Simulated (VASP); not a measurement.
Here is a VASP 6.6.1 calculation.

File INCAR:

```
SYSTEM = Ag4O
PREC = Accurate ; ENCUT = 520
EDIFF = 1E-6 ; ISMEAR = 0
SIGMA = 0.1 ; LREAL = .False.
LASPH = .True. ; NELM = 60
ALGO = Fast ; ISIF = 2
LWAVE = .False. ; LCHARG = .True.
LDIPOL = .True. ; IDIPOL = 3
DIPOL = 0.5 0.5 0.518 ; GGA = PS
LELF = .True. ; LVHAR = .True.
LVACPOTAV = .True. ; NBANDS = 33
```

File KPOINTS:

```
Automatic mesh
0
Gamma
  10 10 1
  0 0 0
```

Contents of POSCAR:

```
Ag4O
1.0
    2.8669036825      0.0000000000      0.0000000000
    0.0000000000      2.8669036825      0.0000000000
    0.0000000000      0.0000000000     25.0816211046
Ag O
4 1
Direct
    0.5000000000      0.5000000000      0.3388935654
    0.0000000000      0.0000000000      0.4197179677
    0.5000000000      0.5000000000      0.5008162760
    0.0000000000      0.0000000000      0.5799214924
    0.3333333333      0.3333333333      0.7522662951
```

Potentials or basis: VASP PAW PBE potentials, release 64 (Ag, O).

Launch:

```bash
$ cat potpaw_PBE.64/Ag/POTCAR potpaw_PBE.64/O/POTCAR > POTCAR
$ mpirun -np 1 vasp_std > vasp.out
```

Question: What does it give for the band gap on the k mesh?

Answer: Zero (bands 25 and 26 overlap by 2.72 eV).

Question: Estimate the largest force.

Answer: 0.143 eV/Å.

Forces on the atoms (eV/Å):
```
Ag   0.000  0.000  0.139
Ag   0.000  0.000 -0.143
Ag   0.000  0.000  0.023
Ag   0.001  0.001  0.116
O   -0.001 -0.001 -0.135
```

Caveat: the PAW data sets were made with another functional, which shifts forces and pressure a little.
